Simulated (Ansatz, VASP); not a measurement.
# AlCu3 in VASP and in Ansatz

```xyz
4
Lattice="0.0000 2.8500 2.8500 2.8500 0.0000 2.8500 2.8500 2.8500 0.0000" Properties=species:S:1:pos:R:3 pbc="T T T"
Al    0.0000    0.0000    0.0000
Cu    2.8500    2.8500    2.8500
Cu    1.4250    1.4250    1.4250
Cu    4.2750    4.2750    4.2750
```

Alike in both runs: functional LDA; k mesh 12 × 12 × 12; occupations fermi-dirac, width 0.15 eV; no spin polarisation.

Ansatz relaxed the structure, and its values are those at the end. VASP's run is a single point on that final structure, the one shown.

|  | VASP | Ansatz |
| --- | --- | --- |
| version | VASP 6.6.1 | Ansatz 0.2.0 |
| potentials or method | VASP PAW LDA potentials, release 64 (Al, Cu), cutoff 520 eV | scalar-relativistic, plane waves, PAW |
| valence electrons in the cell | 36 | 60 |

VASP gave:

```
gap on the k mesh at the Fermi level (eV) : none
pressure (GPa)                            : 0.7
```

**Question.** Estimate Ansatz's values.

**Answer.** gap on the k mesh at the Fermi level (eV): none; pressure (GPa): 0.0.

LDA's correlation is that of Perdew and Zunger in VASP and of Perdew and Wang (1992) in Ansatz. A gap of «none» marks a metal or a gap that the smearing closes. VASP's potentials hold 36 valence electrons a cell and Ansatz's 60, so a difference there can come from the potentials and not from the codes.
